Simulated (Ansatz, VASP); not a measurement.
# Two plane-wave programs on Ta

INCAR

```
SYSTEM = Ta
PREC = Accurate ; ENCUT = 600
EDIFF = 1E-6 ; ISMEAR = -1
SIGMA = 0.1 ; LREAL = .False.
LASPH = .True. ; NELM = 100
ALGO = Normal ; ISIF = 3
LWAVE = .False. ; LCHARG = .False.
GGA = B5 ; ALDAX = 1.0
AGGAX = 1.0 ; AGGAC = 1.0
ALDAC = 0.0 ; IBRION = 2
NSW = 80 ; EDIFFG = -0.01
```

The input KPOINTS:

```
regular mesh
0
Gamma
  8 8 11
  0 0 0
```

File POSCAR:

```
Ta
1.0
    4.6735112553      0.0000000000      0.0000000000
   -2.3367556276      4.0473794720      0.0000000000
    0.0000000000      0.0000000000      2.8648623995
Ta
3
Direct
    0.0000000000      0.0000000000      0.0000000000
    0.3333333333      0.6666666667      0.5000000000
    0.6666666667      0.3333333333      0.5000000000
```

Input for Ansatz:

```yaml
crystal:
  lattice:
    - [4.6735112553, 0.0, 0.0]
    - [-2.3367556276, 4.047379472, 0.0]
    - [0.0, 0.0, 2.8648623995]
  atoms:
    - { symbol: Ta, position: [0.0, 0.0, 0.0] }
    - { symbol: Ta, position: [0.3333333333, 0.6666666667, 0.5] }
    - { symbol: Ta, position: [0.6666666667, 0.3333333333, 0.5] }
hamiltonian:
  xc: blyp
  pseudopotentials:
    kind: paw
    azcp:
      Ta: "pseudopotentials/Ta.paw.azcp"
basis:
  ecutwfc: 420
  fft_grid_basis: typed
kpoints:
  mp_grid: { grid: [8, 8, 11], shift: [0, 0, 0] }
magnetization:
  spin_polarized: false
scf:
  occupations: { method: fermi_dirac, width: 0.1 }
relax:
  max_steps: 60
  f_tol: 0.01
  cell: {}
```

Alike in both runs: task relaxation of cell and atoms; functional BLYP; k mesh 8 × 8 × 11; occupations fermi-dirac, width 0.1 eV; no spin polarisation.

```csv
,VASP,Ansatz
version,VASP 6.6.1,Ansatz 0.2.0
potentials or method,"VASP PAW PBE potentials, release 64 (Ta_pv), cutoff 600 eV","plane waves (420 eV) with PAW, scalar-relativistic"
valence electrons in the cell,33,39
```

```tsv
	VASP	Ansatz	Ansatz less VASP
relaxed volume (Å³/atom)	19.36	19.26	-0.101
relaxed length of the cell vector where the two differ most in proportion (Å)	2.759	2.754	-0.0049
```

VASP's potentials were made for PBE, not for BLYP. VASP's potentials hold 33 valence electrons a cell and Ansatz's 39, so a difference there can come from the potentials and not from the codes.

Neither program's run includes spin-orbit coupling.
